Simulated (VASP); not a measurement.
# Na2S (Fm-3m) in VASP: a series of runs, part 3 of 3

VASP 6.6.1.

### 6 Single point, PBE

This run uses another cell than the first one, of 25.26 Å³/atom, 1.227 times its volume.

INCAR reads:

```
SYSTEM = Na2S
PREC     = Accurate       ! precision mode
ENCUT    = 500            ! plane-wave cutoff, eV
EDIFF    = 1E-6           ! SCF threshold, eV
ISMEAR   = 0              ! smearing method
SIGMA    = 0.01           ! smearing width, eV
LREAL    = .FALSE.        ! projectors in reciprocal space
LASPH    = .TRUE.         ! aspherical terms in the spheres
NELM     = 120            ! most SCF steps
ALGO     = Normal         ! electronic algorithm
ISIF     = 2              ! what is computed and relaxed
LWAVE    = .FALSE.        ! write WAVECAR
LCHARG   = .FALSE.        ! write CHGCAR
GGA      = PE             ! functional
NBANDS   = 17             ! bands
GGA_COMPAT= .FALSE.
```

KPOINTS reads:

```
Automatic mesh
0
G
  5 5 5
  0 0 0
```

POSCAR reads:

```
Na2S
1.0
    0.0000000000      3.3585637569      3.3585637569
    3.3585637569      0.0000000000      3.3585637569
    3.3585637569      3.3585637569      0.0000000000
Na S
2 1
Direct
    0.2500000000      0.2500000000      0.2500000000
    0.7500000000      0.7500000000      0.7500000000
    0.0000000000      0.0000000000      0.0000000000
```

Potentials or basis: VASP PAW PBE potentials, release 64 (Na_pv, S).

Launch:

```
cat potpaw_PBE.64/Na_pv/POTCAR potpaw_PBE.64/S/POTCAR > POTCAR
mpirun -np 1 vasp_std > vasp.out
```

OUTCAR:

```text
SYSTEM = Na2S
   PREC = Accurate
   ENCUT = 500
   EDIFF = 1E-6
   ISMEAR = 0
   LREAL = .FALSE.
   LASPH = .TRUE.
   NELM = 120
   ISIF = 2
   GGA = PE

 ion  position               nearest neighbor table
   1  0.250  0.250  0.250-
   2  0.750  0.750  0.750-
   3  0.000  0.000  0.000-

  LATTYP: Found a face centered cubic cell.
 ALAT       =     6.7171275138

  Lattice vectors:

 A1 = (   0.0000000000,   3.3585637569,   3.3585637569)
 A2 = (   3.3585637569,   0.0000000000,   3.3585637569)
 A3 = (   3.3585637569,   3.3585637569,   0.0000000000)

Analysis of symmetry for initial positions (statically):
=====================================================================
 Subroutine PRICEL returns:
 Original cell was already a primitive cell.

 Routine SETGRP: Setting up the symmetry group for a
 face centered cubic supercell.

 Subroutine GETGRP returns: Found 48 space group operations
 (whereof 48 operations were pure point group operations)
 out of a pool of 48 trial point group operations.

The static configuration has the point symmetry O_h .

[... 146 lines left out ...]

 E-fermi :  -0.0038     XC(G=0):  -7.5296

 val. band max:       -0.1309281799   @ k =   0.0000   0.0000   0.0000
 cond. band min:       2.1030117548   @ k =   0.0000   0.0000   0.0000
 fundamental gap:      2.2339399347
 Fermi energy:        -0.0038355844

 k-point     1 :       0.0000    0.0000    0.0000
  band No.  band energies     occupation
      1     -22.5520      2.00000
      2     -22.5520      2.00000
      3     -22.5520      2.00000
      4     -22.5106      2.00000
      5     -22.5106      2.00000
      6     -22.5106      2.00000
[... 177 lines left out ...]
      4     -22.5248      2.00000
      5     -22.5071      2.00000
      6     -22.5040      2.00000
[... 9 lines left out ...]
     16       9.9128      0.00000
     17      12.0468      0.00000

------------------------ aborting loop because EDIFF is reached ----------------------------------------

  FORCE on cell =-STRESS in cart. coord.  units (eV):
  Direction    XX          YY          ZZ          XY          YZ          ZX
  --------------------------------------------------------------------------------------
  -------------------------------------------------------------------------------------
  Total       -0.7770962     -0.7770962     -0.7770962     -0.0000000      0.0000000     -0.0000000
  in kB      -16.4321581    -16.4321581    -16.4321581     -0.0000000      0.0000000     -0.0000000
  external PRESSURE =     -16.4321581 kB  Pullay stress =       0.0000000 kB

 VOLUME and BASIS-vectors are now :
 -----------------------------------------------------------------------------
  energy-cutoff  :      500.00
  volume of cell :       75.77
      direct lattice vectors                 reciprocal lattice vectors
     0.000000000  3.358563757  3.358563757    -0.148873160  0.148873160  0.148873160
     3.358563757  0.000000000  3.358563757     0.148873160 -0.148873160  0.148873160
     3.358563757  3.358563757  0.000000000     0.148873160  0.148873160 -0.148873160

 POSITION                                       TOTAL-FORCE (eV/Angst)
 -----------------------------------------------------------------------------------
      1.67928      1.67928      1.67928        -0.000000     -0.000000      0.000000
      5.03785      5.03785      5.03785         0.000000      0.000000     -0.000000
      0.00000      0.00000      0.00000        -0.000000     -0.000000     -0.000000
 -----------------------------------------------------------------------------------
    total drift:                                0.000000      0.000000      0.000000

  FREE ENERGIE OF THE ION-ELECTRON SYSTEM (eV)
  ---------------------------------------------------
  free  energy   TOTEN  =        -9.9498640481 eV

  energy  without entropy=       -9.9498640481  energy(sigma->0) =       -9.94986405
```

OSZICAR:

```text
N       E                     dE             d eps       ncg     rms          rms(c)
DAV:   1     0.141434979337E+03    0.14143E+03   -0.10138E+04   340   0.116E+03
DAV:   2    -0.190342128782E+00   -0.14163E+03   -0.13747E+03   364   0.304E+02
DAV:   3    -0.106499276058E+02   -0.10460E+02   -0.10399E+02   411   0.839E+01
DAV:   4    -0.108241329000E+02   -0.17421E+00   -0.17397E+00   395   0.116E+01
DAV:   5    -0.108282241794E+02   -0.40913E-02   -0.40911E-02   468   0.178E+00    0.364E+00
DAV:   6    -0.998744243319E+01    0.84078E+00   -0.17371E+00   435   0.538E+00    0.277E+00
DAV:   7    -0.993816689960E+01    0.49276E-01   -0.22100E-01   404   0.190E+00    0.188E+00
DAV:   8    -0.994856232941E+01   -0.10395E-01   -0.23864E-02   346   0.112E+00    0.734E-01
DAV:   9    -0.994872778786E+01   -0.16546E-03   -0.55400E-04   436   0.136E-01    0.818E-01
DAV:  10    -0.995058991596E+01   -0.18621E-02   -0.24649E-03   347   0.276E-01    0.770E-01
DAV:  11    -0.994995200513E+01    0.63791E-03   -0.15212E-03   354   0.162E-01    0.310E-01
DAV:  12    -0.994990716373E+01    0.44841E-04   -0.96197E-05   367   0.600E-02    0.176E-01
DAV:  13    -0.994986317726E+01    0.43986E-04   -0.17064E-04   437   0.459E-02    0.563E-02
DAV:  14    -0.994986452187E+01   -0.13446E-05   -0.52434E-06   362   0.143E-02    0.239E-02
DAV:  15    -0.994986404806E+01    0.47381E-06   -0.17487E-06   363   0.668E-03
   1 F= -.99498640E+01 E0= -.99498640E+01  d E =-.959494E-74
```

stdout:

```text
POSCAR found type information on POSCAR NaS
 POSCAR found :  2 types and       3 ions
 scaLAPACK will be used
 LDA part: xc-table for (Slater+PW92), standard interpolation
 POSCAR, INCAR and KPOINTS ok, starting setup
 FFT: planning ... GRIDC
 FFT: planning ... GRID_SOFT
 FFT: planning ... GRID
 WAVECAR not read
 entering main loop
```

Run time: 18 s. Hardware: 1 thread of Intel Xeon 6975P-C, shared host; peak memory 0.2 GiB.

Results:

```
Free energy            : -9.9499 eV
Pressure               : -1.6 GPa
Band gap on the k mesh : 2.23 eV, direct
```

### 7 Single point, PBE

This run uses another cell than the first one, of 26.19 Å³/atom, 1.273 times its volume.

INCAR reads:

```
SYSTEM = Na2S
PREC = Accurate ; ENCUT = 500
EDIFF = 1E-6 ; ISMEAR = 0
SIGMA = 0.01 ; LREAL = .False.
LASPH = .True. ; NELM = 120
ALGO = Normal ; ISIF = 2
LWAVE = .False. ; LCHARG = .True.
GGA = PE ; LELF = .True.
LVHAR = .True. ; NBANDS = 17
GGA_COMPAT = .False.
```

KPOINTS reads:

```
Automatic mesh
0
Gamma
  5 5 5
  0 0 0
```

POSCAR reads:

```
Na2S
1.0
    0.0000000000      3.3995258885      3.3995258885
    3.3995258885      0.0000000000      3.3995258885
    3.3995258885      3.3995258885      0.0000000000
Na S
2 1
Direct
    0.2500000000      0.2500000000      0.2500000000
    0.7500000000      0.7500000000      0.7500000000
    0.0000000000      0.0000000000      0.0000000000
```

Launch:

```
cat potpaw_PBE.64/Na_pv/POTCAR potpaw_PBE.64/S/POTCAR > POTCAR
mpirun -np 1 vasp_std > vasp.out
```

Wall time 16 s (1 thread of Intel Xeon 6975P-C, shared host); peak memory 0.2 GiB.

Results (log left out):

```yaml
Free_energy: -9.9152 eV
Pressure: -2.4 GPa
Band_gap_on_the_k_mesh: 2.13 eV, direct
```

Levels at points of the mesh, in eV from the valence-band top:
```
           k point  band 8  band 9  band 10  band 11  band 12  band 13
(0.00, 0.00, 0.00)    0.00    0.00     0.00     2.13     7.35     7.35
```

### 8 Summary

| cell | gap on the mesh (eV) | pressure (GPa) |
| --- | --- | --- |
| a = 4.436 Å, angles 60.0°, 3 atoms | 2.92 | 5.2 |
| a = 4.503 Å, angles 60.0°, 3 atoms | 2.76 | 3.2 |
| a = 4.567 Å, angles 60.0°, 3 atoms | 2.61 | 1.6 |
| a = 4.690 Å, angles 60.0°, 3 atoms | 2.35 | -0.8 |
| a = 4.750 Å, angles 60.0°, 3 atoms | 2.23 | -1.6 |
| a = 4.808 Å, angles 60.0°, 3 atoms | 2.13 | -2.4 |

Alike in all rows: task single point; level PBE; potentials or basis VASP PAW PBE potentials, release 64 (Na_pv, S); no spin polarisation; k mesh 5 × 5 × 5; cutoff (eV) 500; smearing gaussian 0.01 eV.

Absolute energies hang on the potentials; compare differences alone.
